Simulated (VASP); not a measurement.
# Si (P1) in VASP: a series of runs

Runs on Si. Level: PBE. Tasks: single point.

Program: VASP 6.6.1. These are calculated values, not measurements. Logs are shortened: lines on timing, memory, paths and dates and some standing lists are left out, and cuts for length are marked.

### Step 1. The cell of the first run

The typed cell holds 4 atoms: a = 3.851 Å, b = 3.851 Å, c = 6.365 Å, α = 90.00°, β = 90.00°, γ = 120.00°.

### Step 2. Single point, PBE (atom 1 (Si) moved by (-0.150, +0.150) A along x and z)

INCAR reads:

```
SYSTEM = Si
PREC     = Accurate       ! precision mode
ENCUT    = 500            ! plane-wave cutoff, eV
EDIFF    = 1E-6           ! SCF threshold, eV
ISMEAR   = 0              ! smearing method
SIGMA    = 0.05           ! smearing width, eV
LREAL    = .False.        ! projectors in reciprocal space
LASPH    = .True.         ! aspherical terms in the spheres
NELM     = 120            ! most SCF steps
ALGO     = Normal         ! electronic algorithm
ISIF     = 2              ! what is computed and relaxed
LWAVE    = .False.        ! write WAVECAR
LCHARG   = .False.        ! write CHGCAR
GGA      = PE             ! functional
NBANDS   = 16             ! bands
GGA_COMPAT= .False.
```

KPOINTS reads:

```
regular mesh
0
Gamma
  12 12 6
  0 0 0
```

POSCAR reads:

```
Si
1.0
    3.8512806395      0.0000000000      0.0000000000
   -1.9256403198      3.3353068709      0.0000000000
    0.0000000000      0.0000000000      6.3650227019
Si
4
Direct
    0.2943852498      0.6666666667      0.0864972345
    0.6666666667      0.3333333333      0.5629309399
    0.3333333333      0.6666666667      0.4370690601
    0.6666666667      0.3333333333      0.9370690601
```

Potentials or basis: VASP PAW PBE potentials, release 64 (Si).

Run with:

```console
cat potpaw_PBE.64/Si/POTCAR > POTCAR
mpirun -np 1 vasp_std > vasp.out
```

OUTCAR:

```text
SYSTEM = Si
   PREC = Accurate
   ENCUT = 500
   EDIFF = 1E-6
   ISMEAR = 0
   LREAL = .False.
   LASPH = .True.
   NELM = 120
   ISIF = 2
   GGA = PE

 ion  position               nearest neighbor table
   1  0.294  0.667  0.086-   3 2.24   4 2.30   4 2.42   4 2.54
   2  0.667  0.333  0.563-   3 2.36   3 2.36   3 2.36   4 2.38
   3  0.333  0.667  0.437-   1 2.24   2 2.36   2 2.36   2 2.36
   4  0.667  0.333  0.937-   1 2.30   2 2.38   1 2.42   1 2.54

  LATTYP: Found a hexagonal cell.
 ALAT       =     3.8512806395
 C/A-ratio  =     1.6527029053

  Lattice vectors:

 A1 = (   3.8512806395,   0.0000000000,   0.0000000000)
 A2 = (  -1.9256403198,   3.3353068709,   0.0000000000)
 A3 = (   0.0000000000,   0.0000000000,   6.3650227019)

Analysis of symmetry for initial positions (statically):
=====================================================================
 Subroutine PRICEL returns:
 Original cell was already a primitive cell.

 Routine SETGRP: Setting up the symmetry group for a
 hexagonal supercell.

 Subroutine GETGRP returns: Found  1 space group operations
 (whereof  1 operations were pure point group operations)
 out of a pool of 24 trial point group operations.

The static configuration has the point symmetry C_1 .

Analysis of symmetry for dynamics (positions and initial velocities):
=====================================================================
 Subroutine PRICEL returns:
 Original cell was already a primitive cell.

 Routine SETGRP: Setting up the symmetry group for a
 hexagonal supercell.

 Subroutine GETGRP returns: Found  1 space group operations
 (whereof  1 operations were pure point group operations)
 out of a pool of 24 trial point group operations.

The dynamic configuration has the point symmetry C_1 .

 Subroutine INISYM returns: Found  1 space group operations
 (whereof  1 operations are pure point group operations),
 and found     1 'primitive' translations

----------------------------------------------------------------------------------------

                                     Primitive cell

  volume of cell :      81.7600

  direct lattice vectors                    reciprocal lattice vectors
     3.851280640  0.000000000  0.000000000     0.259653890  0.149911243  0.000000000
    -1.925640320  3.335306871  0.000000000     0.000000000  0.299822487  0.000000000
     0.000000000  0.000000000  6.365022702     0.000000000  0.000000000  0.157108631

  length of vectors
     3.851280640  3.851280640  6.365022702     0.299822487  0.299822487  0.157108631

  position of ions in fractional coordinates (direct lattice)
     0.294385250  0.666666667  0.086497235
     0.666666667  0.333333333  0.562930940
     0.333333333  0.666666667  0.437069060
     0.666666667  0.333333333  0.937069060

  ion indices of the primitive-cell ions
   primitive index   ion index
                 1           1
                 2           2
                 3           3
                 4           4

----------------------------------------------------------------------------------------

 KPOINTS: regular mesh

Automatic generation of k-mesh.
 Grid dimensions read from file:
 generate k-points for:   12   12    6

 Generating k-lattice:

  Cartesian coordinates                     Fractional coordinates (reciprocal lattice)
     0.021637824  0.012492604  0.000000000     0.083333333 -0.000000000  0.000000000
     0.000000000  0.024985207  0.000000000     0.000000000  0.083333333  0.000000000
     0.000000000  0.000000000  0.026184772     0.000000000  0.000000000  0.166666667

  Length of vectors
     0.024985207  0.024985207  0.026184772

  Shift w.r.t. Gamma in fractional coordinates (k-lattice)
     0.000000000  0.000000000  0.000000000

 Subroutine IBZKPT returns following result:
 ===========================================

 Found    436 irreducible k-points:

 Following reciprocal coordinates:
            Coordinates               Weight
  0.000000  0.000000  0.000000      1.000000
  0.083333 -0.000000  0.000000      2.000000
  0.000000  0.083333  0.000000      2.000000
 -0.083333  0.083333  0.000000      2.000000
  0.166667 -0.000000  0.000000      2.000000
  0.000000  0.166667  0.000000      2.000000
[... 16 lines left out ...]
  0.166667  0.083333  0.000000      2.000000
 -0.083333  0.250000  0.000000      2.000000
 [... further k-points ...]
   k-points           NKPTS =    436   k-points in BZ     NKDIM =    436   number of bands    NBANDS=     16
   number of dos      NEDOS =    301   number of ions     NIONS =      4
   total plane-waves  NPLWV =  37632
   dimension x,y,z NGX =    28 NGY =   28 NGZ =   48
   dimension x,y,z NGXF=    56 NGYF=   56 NGZF=   96
   ions per type =               4
   NGX,Y,Z   is equivalent  to a cutoff of  12.09, 12.09, 12.54 a.u.
   NGXF,Y,Z  is equivalent  to a cutoff of  24.17, 24.17, 25.07 a.u.
 SYSTEM =  Si
   PREC   = accura    normal or accurate (medium, high low for compatibility)
[... 64 lines left out ...]
  band No.  band energies     occupation
      1      -6.2614      2.00000
      2      -3.8136      2.00000
      3      -1.5872      2.00000
      4       4.2206      2.00000
      5       4.5161      2.00000
      6       5.0777      2.00000
[... 8 lines left out ...]
     15      10.4391      0.00000
     16      11.6470      0.00000

 k-point     2 :       0.0833   -0.0000    0.0000
  band No.  band energies     occupation
      1      -6.1817      2.00000
      2      -3.7311      2.00000
      3      -1.5496      2.00000
      4       3.5921      2.00000
      5       4.3198      2.00000
      6       4.9345      2.00000
[... 8 lines left out ...]
     15      10.5079      0.00000
     16      11.2130      0.00000

 k-point     3 :       0.0000    0.0833    0.0000
  band No.  band energies     occupation
      1      -6.1826      2.00000
      2      -3.7324      2.00000
      3      -1.5489      2.00000
      4       3.6681      2.00000
      5       4.2331      2.00000
      6       4.9728      2.00000
[... 8 lines left out ...]
     15      10.5738      0.00000
     16      11.2839      0.00000

 k-point     4 :      -0.0833    0.0833    0.0000
  band No.  band energies     occupation
      1      -6.1836      2.00000
      2      -3.7341      2.00000
      3      -1.5478      2.00000
      4       3.7930      2.00000
      5       4.0995      2.00000
      6       4.9740      2.00000
[... 8 lines left out ...]
     15      10.6546      0.00000
     16      11.3436      0.00000

 k-point     5 :       0.1667   -0.0000    0.0000
  band No.  band energies     occupation
      1      -5.9443      2.00000
      2      -3.4853      2.00000
      3      -1.4643      2.00000
      4       2.4725      2.00000
      5       3.8811      2.00000
      6       4.0566      2.00000
[... 8 lines left out ...]
     15      11.0882      0.00000
     16      11.4799      0.00000

 k-point     6 :       0.0000    0.1667    0.0000
  band No.  band energies     occupation
      1      -5.9485      2.00000
      2      -3.4908      2.00000
      3      -1.4598      2.00000
      4       2.5421      2.00000
      5       3.7884      2.00000
      6       4.2607      2.00000
[... 8 lines left out ...]
     15      11.2214      0.00000
     16      11.3681      0.00000
[... 267 lines left out ...]
 k-point    21 :      -0.0833    0.1667    0.0000
  band No.  band energies     occupation
      1      -6.0291      2.00000
      2      -3.5758      2.00000
      3      -1.4807      2.00000
      4       3.0044      2.00000
      5       3.7191      2.00000
      6       4.7609      2.00000
[... 8 lines left out ...]
     15      10.8290      0.00000
     16      11.0954      0.00000

 k-point    22 :      -0.1667    0.0833    0.0000
  band No.  band energies     occupation
      1      -6.0261      2.00000
      2      -3.5720      2.00000
      3      -1.4834      2.00000
      4       2.9056      2.00000
      5       3.8077      2.00000
      6       4.5479      2.00000
[... 8 lines left out ...]
     15      10.8495      0.00000
     16      11.2129      0.00000

 k-point    23 :       0.1667    0.0833    0.0000
  band No.  band energies     occupation
      1      -5.7092      2.00000
      2      -3.2399      2.00000
      3      -1.4302      2.00000
      4       1.8665      2.00000
      5       3.2160      2.00000
      6       3.4089      2.00000
[... 8 lines left out ...]
     15      11.1030      0.00000
     16      11.5413      0.00000

 k-point    24 :      -0.0833    0.2500    0.0000
  band No.  band energies     occupation
      1      -5.7230      2.00000
      2      -3.2601      2.00000
      3      -1.4066      2.00000
      4       1.9924      2.00000
      5       3.1843      2.00000
      6       3.6527      2.00000
[... 8 lines left out ...]
     15      11.0086      0.00000
     16      11.6412      0.00000

 [... further k-points ...]

------------------------ aborting loop because EDIFF is reached ----------------------------------------

  FORCE on cell =-STRESS in cart. coord.  units (eV):
  Direction    XX          YY          ZZ          XY          YZ          ZX
  --------------------------------------------------------------------------------------
  -------------------------------------------------------------------------------------
  Total       -0.4673912     -0.6199478      1.9577012      0.7906268      0.1691839      1.0398777
  in kB       -9.1590440    -12.1485594     38.3633099     15.4932016      3.3153454     20.3775488
  external PRESSURE =       5.6852355 kB  Pullay stress =       0.0000000 kB

 VOLUME and BASIS-vectors are now :
 -----------------------------------------------------------------------------
  energy-cutoff  :      500.00
  volume of cell :       81.76
      direct lattice vectors                 reciprocal lattice vectors
     3.851280640  0.000000000  0.000000000     0.259653890  0.149911243  0.000000000
    -1.925640320  3.335306871  0.000000000     0.000000000  0.299822487  0.000000000
     0.000000000  0.000000000  6.365022702     0.000000000  0.000000000  0.157108631

 POSITION                                       TOTAL-FORCE (eV/Angst)
 -----------------------------------------------------------------------------------
     -0.15000      2.22354      0.55056         1.396125      0.233464     -2.295925
      1.92564      1.11177      3.58307         0.036149      0.001167      0.202518
     -0.00000      2.22354      2.78195        -0.030604     -0.005328      1.363670
      1.92564      1.11177      5.96447        -1.401670     -0.229302      0.729738
 -----------------------------------------------------------------------------------
    total drift:                               -0.000009     -0.000008      0.000023

  FREE ENERGIE OF THE ION-ELECTRON SYSTEM (eV)
  ---------------------------------------------------
  free  energy   TOTEN  =       -21.3697893056 eV

  energy  without entropy=      -21.3695121566  energy(sigma->0) =      -21.36965073
```

Wall time 9.8 min (1 thread of Intel Xeon 8259CL, shared host); peak memory 0.47 GiB.

Results:

* Free energy: -21.3698 eV
* Pressure: 0.6 GPa
* Largest force: 2.697 eV/Å
* Band gap on the k mesh: zero (bands 8 and 9 overlap by 0.24 eV)

Forces in eV/Å, atoms in the order of the input:
```
Si   1.396  0.233 -2.296
Si   0.036  0.001  0.203
Si  -0.031 -0.005  1.364
Si  -1.402 -0.229  0.730
```

Stress tensor (GPa, compression positive):
```
-0.92  1.55  2.04
 1.55 -1.21  0.33
 2.04  0.33  3.84
```

Levels at points of the mesh, in eV from the Fermi level:
```csv
k point,band 5,band 6,band 7,band 8,band 9,band 10,band 11,band 12
"(0.00, 0.00, 0.00)",-1.80,-1.24,-0.45,0.20,0.62,1.25,1.61,2.02
"(0.50, 0.00, 0.00)",-5.13,-3.74,-3.39,-1.50,0.12,2.10,2.40,2.44
"(0.00, 0.50, 0.00)",-5.20,-3.61,-3.40,-1.59,0.01,1.89,2.24,2.42
"(0.50, 0.50, 0.00)",-5.19,-3.51,-3.43,-1.75,-0.04,1.82,2.03,2.37
"(0.00, 0.00, 0.50)",-1.60,-1.53,-1.34,-0.53,1.15,1.68,2.18,2.38
"(0.50, 0.00, 0.50)",-3.13,-3.00,-2.85,-2.27,0.17,0.49,1.08,1.74
"(0.00, 0.50, 0.50)",-3.27,-3.03,-2.87,-2.30,0.23,0.50,1.13,1.55
"(0.50, 0.50, 0.50)",-3.27,-3.04,-2.91,-2.57,0.28,0.54,1.16,1.53
```

Caveat: the cell differs from its parent crystal (atom 1 (Si) moved by (-0.150, +0.150) A along x and z); semilocal functionals underestimate gaps, so a narrow gap can read as zero; forces of over 1 eV/Å act on the atoms, so gaps and moduli don't describe the material at rest.

### Step 3. Single point, PBE (atom 1 (Si) moved by (-0.300, -0.300) A along x and z)

INCAR reads:

```
SYSTEM = Si
PREC = Accurate
ENCUT = 500
EDIFF = 1E-6
ISMEAR = 0
SIGMA = 0.05
LREAL = .FALSE.
LASPH = .TRUE.
NELM = 120
ALGO = Normal
ISIF = 2
LWAVE = .FALSE.
LCHARG = .TRUE.
GGA = PE
LELF = .TRUE.
LVHAR = .TRUE.
NBANDS = 16
GGA_COMPAT = .FALSE.
```

KPOINTS reads:

```
Automatic mesh
0
G
  12 12 6
  0 0 0
```

POSCAR, as its differences from that of step 2:

```diff
@@ -8,3 +8,3 @@
 Direct
-    0.2943852498      0.6666666667      0.0864972345
+    0.2554371663      0.6666666667      0.0157983507
     0.6666666667      0.3333333333      0.5629309399
```

Potentials or basis: VASP PAW PBE potentials, release 64 (Si).

Run with:

```console
cat potpaw_PBE.64/Si/POTCAR > POTCAR
mpirun -np 1 vasp_std > vasp.out
```

Run time: 9 min. Hardware: 1 thread of Intel Xeon 8259CL, shared host; peak memory 0.47 GiB.

It converged, with:

```
Free energy            : -20.3773 eV
Pressure               : 3.7 GPa
Largest force          : 6.578 eV/Å
Band gap on the k mesh : zero (bands 8 and 9 overlap by 0.61 eV)
```

Forces in eV/Å, atoms in the order of the input:
```
Si   5.422  1.780  3.272
Si   0.041  0.021 -0.424
Si  -0.254 -0.013 -1.069
Si  -5.208 -1.788 -1.780
```

Stress tensor (GPa, compression positive):
```
 7.81  8.71  3.03
 8.71  6.08  1.49
 3.03  1.49 -2.68
```

Levels at points of the mesh, in eV from the Fermi level:
```csv
k point,band 4,band 5,band 6,band 7,band 8,band 9,band 10,band 11,band 12,band 13
"(0.00, 0.00, 0.00)",-2.70,-1.17,-0.45,0.14,0.28,0.89,1.18,1.91,2.56,3.21
"(0.50, 0.00, 0.00)",-6.52,-4.03,-3.07,-2.93,-1.51,0.42,2.32,3.43,3.86,4.51
"(0.00, 0.50, 0.00)",-6.16,-4.30,-3.12,-2.51,-1.59,-0.07,1.99,3.12,3.65,4.35
"(0.50, 0.50, 0.00)",-5.66,-4.49,-3.67,-2.17,-1.77,-0.27,1.98,3.10,3.38,3.94
"(0.00, 0.00, 0.50)",-3.49,-2.52,-0.82,-0.72,-0.32,0.92,1.41,1.95,3.09,3.16
"(0.50, 0.00, 0.50)",-7.06,-2.74,-2.34,-2.11,-1.56,0.39,0.94,1.40,1.72,5.71
"(0.00, 0.50, 0.50)",-7.00,-2.99,-2.49,-2.10,-1.56,0.26,0.81,1.34,1.83,5.70
"(0.50, 0.50, 0.50)",-6.62,-3.54,-2.64,-2.17,-1.74,0.06,1.16,1.31,2.12,5.53
```

Caveat: the cell differs from its parent crystal (atom 1 (Si) moved by (-0.300, -0.300) A along x and z); the cell stands under pressure; semilocal functionals underestimate gaps, so a narrow gap can read as zero; forces of over 1 eV/Å act on the atoms, so gaps and moduli don't describe the material at rest.

### Step 4. Single point, PBE (atom 1 (Si) moved by (-0.300, +0.000) A along x and z)

INCAR reads:

```
PREC     = Accurate       # precision mode
ENCUT    = 500            # plane-wave cutoff, eV
EDIFF    = 1E-6           # SCF threshold, eV
ISMEAR   = 0              # smearing method
SIGMA    = 0.05           # smearing width, eV
LREAL    = False          # projectors in reciprocal space
LASPH    = True           # aspherical terms in the spheres
NELM     = 120            # most SCF steps
ALGO     = Normal         # electronic algorithm
ISIF     = 2              # what is computed and relaxed
LWAVE    = False          # write WAVECAR
LCHARG   = False          # write CHGCAR
GGA      = PE             # functional
NBANDS   = 16             # bands
GGA_COMPAT= False
```

KPOINTS reads:

```
regular mesh
0
Gamma
  12 12 6
```

POSCAR, as its differences from that of step 3:

```diff
@@ -8,3 +8,3 @@
 Direct
-    0.2554371663      0.6666666667      0.0157983507
+    0.2554371663      0.6666666667      0.0629309399
     0.6666666667      0.3333333333      0.5629309399
```

Run with:

```console
cat potpaw_PBE.64/Si/POTCAR > POTCAR
mpirun -np 1 vasp_std > vasp.out
```

Wall time 8.5 min (1 thread of Intel Xeon 8259CL, shared host); peak memory 0.47 GiB.

The run converged. Its results:

- Free energy: -21.0892 eV
- Pressure: 1.5 GPa
- Largest force: 4.059 eV/Å
- Band gap on the k mesh: zero (bands 8 and 9 overlap by 0.58 eV)

Forces in eV/Å, atoms in the order of the input:
```
Si   3.759  1.218  0.932
Si   0.066  0.014  0.016
Si  -0.252 -0.019 -0.120
Si  -3.573 -1.213 -0.828
```

Stress tensor (GPa, compression positive):
```
2.82 5.06 3.77
5.06 1.57 1.56
3.77 1.56 0.11
```

Levels at points of the mesh, in eV from the Fermi level:
```tsv
k point	band 6	band 7	band 8	band 9	band 10	band 11
(0.00, 0.00, 0.00)	-0.93	-0.46	0.41	0.69	1.12	1.83
(0.50, 0.00, 0.00)	-3.59	-3.17	-1.52	0.29	2.18	2.86
(0.00, 0.50, 0.00)	-3.34	-3.10	-1.61	-0.06	1.76	2.73
(0.50, 0.50, 0.00)	-3.52	-2.91	-1.93	-0.17	1.72	2.26
(0.00, 0.00, 0.50)	-1.24	-1.23	-0.18	1.23	1.46	1.67
(0.50, 0.00, 0.50)	-2.73	-2.61	-2.21	0.31	0.67	1.17
(0.00, 0.50, 0.50)	-2.87	-2.58	-2.06	0.37	0.57	1.18
(0.50, 0.50, 0.50)	-2.90	-2.72	-2.60	0.35	0.69	1.12
```

Caveat: the cell differs from its parent crystal (atom 1 (Si) moved by (-0.300, +0.000) A along x and z); semilocal functionals underestimate gaps, so a narrow gap can read as zero; forces of over 1 eV/Å act on the atoms, so gaps and moduli don't describe the material at rest.

### Step 5. The runs side by side

```csv
cell,gap on the mesh (eV),pressure (GPa),largest force (eV/Å)
"as given, atomic positions A",none,0.6,2.70
"as given, atomic positions B",none,3.7,6.58
"as given, atomic positions C",none,1.5,4.06
```

Alike in all rows: task single point; level PBE; potentials or basis VASP PAW PBE potentials, release 64 (Si); no spin polarisation; k mesh 12 × 12 × 6; cutoff (eV) 500; smearing gaussian 0.05 eV.

Caveats: semilocal functionals underestimate gaps, so a narrow gap can read as zero; forces of over 1 eV/Å act on the atoms, so gaps and moduli don't describe the material at rest; the cell stands under pressure (at least some runs).

Total energies depend on the potentials used, so only differences within one code and one set of settings carry meaning.
